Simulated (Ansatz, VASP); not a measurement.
## Y3C2 in VASP and in Ansatz

INCAR

```
SYSTEM = Y3C2
PREC = Accurate
ENCUT = 520
EDIFF = 1E-6
ISMEAR = 0
SIGMA = 0.2
LREAL = .False.
LASPH = .True.
NELM = 80
ALGO = Normal
ISIF = 2
LWAVE = .False.
LCHARG = .False.
GGA = PE
NBANDS = 52
```

Contents of KPOINTS:

```
Automatic mesh
0
Gamma
  6 4 2
  0 0 0
```

The input POSCAR:

```
Y3C2
1.0
    0.0000000000      0.0000000000     -3.2931999521
   -2.7397539069     -5.7659788929      0.0000000000
   -8.2192617206      5.7659788929      0.0000000000
Y C
6 4
Direct
    0.5000000000      0.0000000000      0.0000000000
    0.5000000000      0.5000000000      0.5000000000
    0.5000000000      0.9783016582      0.6738994473
    0.5000000000      0.4783016582      0.1738994473
    0.5000000000      0.5216983418      0.8261005527
    0.5000000000      0.0216983418      0.3261005527
    0.0000000000      0.6842812695      0.6842812695
    0.0000000000      0.1842812695      0.1842812695
    0.0000000000      0.8157187305      0.8157187305
    0.0000000000      0.3157187305      0.3157187305
```

Input for Ansatz:

```yaml
crystal:
  lattice:
    - [0.0, 0.0, -3.2931999521]
    - [-2.7397539069, -5.7659788929, 0.0]
    - [-8.2192617206, 5.7659788929, 0.0]
  atoms:
    - { symbol: "Y", position: [0.5, 0.0, 0.0] }
    - { symbol: "Y", position: [0.5, 0.5, 0.5] }
    - { symbol: "Y", position: [0.5, 0.9783016582, 0.6738994473] }
    - { symbol: "Y", position: [0.5, 0.4783016582, 0.1738994473] }
    - { symbol: "Y", position: [0.5, 0.5216983418, 0.8261005527] }
    - { symbol: "Y", position: [0.5, 0.0216983418, 0.3261005527] }
    - { symbol: C, position: [0.0, 0.6842812695, 0.6842812695] }
    - { symbol: C, position: [0.0, 0.1842812695, 0.1842812695] }
    - { symbol: C, position: [0.0, 0.8157187305, 0.8157187305] }
    - { symbol: C, position: [0.0, 0.3157187305, 0.3157187305] }
basis:
  ecutwfc: 420
kpoints:
  mp_grid: { grid: [6, 4, 2] }
hamiltonian:
  xc: pbe
scf:
  occupations: { method: gaussian, width: 0.2 }
  lower_state_search: "off"
output:
  forces: true
  stress: true
  eigenvalues: true
```

Alike in both runs: task single point; functional PBE; k mesh 6 × 4 × 2; occupations gaussian, width 0.2 eV; no spin polarisation.

```csv
,VASP,Ansatz
version,VASP 6.6.1,Ansatz 0.2.0
potentials or method,"VASP PAW PBE potentials, release 64 (Y_sv, C), cutoff 520 eV","scalar-relativistic, plane waves, PAW"
valence electrons in the cell,82,82
```

|  | VASP | Ansatz | Ansatz less VASP |
| --- | --- | --- | --- |
| gap on the k mesh at the Fermi level (eV) | none | none | - |
| pressure (GPa) | 0.1 | 0.1 | +0.01 |
| traceless stress, the component that is largest in VASP (GPa) | -0.10 | -0.06 | +0.042 |
| rms of the force components (eV/Å) | 0.039 | 0.015 | -0.0235 |

Atom by atom the forces differ by 0.026 eV/Å (rms over components). A gap of «none» marks a metal or a gap that the smearing closes.
